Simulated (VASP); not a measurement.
Set up this calculation in VASP 6.6.1, as the native input.

```yaml
Task: relaxation of cell and atoms
Functional: PBE
Potentials_or_basis: VASP PAW PBE potentials, release 64 (Si, C)
Cutoff: 600 eV
k_mesh: 14 × 14 × 8
Occupations: fermi-dirac, width 0.05 eV
Spin: no spin polarisation
Target_pressure: 320 GPa
Dipole_correction: no
Further_INCAR_settings: ALGO = Normal; EDIFF = 1e-06; IBRION = 2; EDIFFG = -0.005; NSW = 60; ISIF = 3
```

The structure of SiC (wurtzite type) lies in POSCAR:

```
SiC
1.0
    2.5058705346      0.0000000000      0.0000000000
   -1.2529352673      2.1701475415      0.0000000000
    0.0000000000      0.0000000000      4.0845689714
Si C
2 2
Direct
    0.3333333333      0.6666666667      0.0000000000
    0.6666666667      0.3333333333      0.5000000000
    0.3333333333      0.6666666667      0.3760000000
    0.6666666667      0.3333333333      0.8760000000
```

One way to write it, as run:

INCAR

```
PREC     = Accurate       # precision mode
ENCUT    = 600            # plane-wave cutoff, eV
EDIFF    = 1E-6           # SCF threshold, eV
ISMEAR   = -1             # smearing method
SIGMA    = 0.05           # smearing width, eV
LREAL    = F              # projectors in reciprocal space
LASPH    = T              # aspherical terms in the spheres
NELM     = 100            # most SCF steps
ALGO     = Normal         # electronic algorithm
ISIF     = 3              # what is computed and relaxed
LWAVE    = F              # write WAVECAR
LCHARG   = F              # write CHGCAR
GGA      = PE             # functional
IBRION   = 2              # ionic algorithm
NSW      = 60             # ionic steps
EDIFFG   = -0.005         # ionic threshold
PSTRESS  = 3200.0
```

KPOINTS

```
Automatic mesh
0
Gamma
  14 14 8
```

Potentials or basis: VASP PAW PBE potentials, release 64 (Si, C).

The run is started by

```console
$ cat potpaw_PBE.64/Si/POTCAR potpaw_PBE.64/C/POTCAR > POTCAR
$ mpirun -np 1 vasp_std > vasp.out
```

Results of the run:

```
Relaxed volume                                             : 5.77 Å³/atom
Relaxed cell                                               : a = 2.767 Å, b = 2.767 Å, c = 3.479 Å, α = 90.00°, β = 90.00°, γ = 120.00°
Space group after relaxing (to 0.1 Å)                      : P6_3/mmc (No. 194)
Energy change on relaxing (the run minimises the enthalpy) : -917.6 meV/atom
Ionic steps                                                : 37
Pressure after relaxing                                    : 320.0 GPa
Band gap on the k mesh                                     : zero (bands 8 and 9 overlap by 0.55 eV)
```

Caveat: the cell is relaxed towards a set pressure, so the run minimises the enthalpy, not the energy; semilocal functionals underestimate gaps, so a narrow gap can read as zero.

Wall time 8.2 min on 1 thread of Intel Xeon 8259CL, with other jobs on the host, peak memory 0.18 GiB.
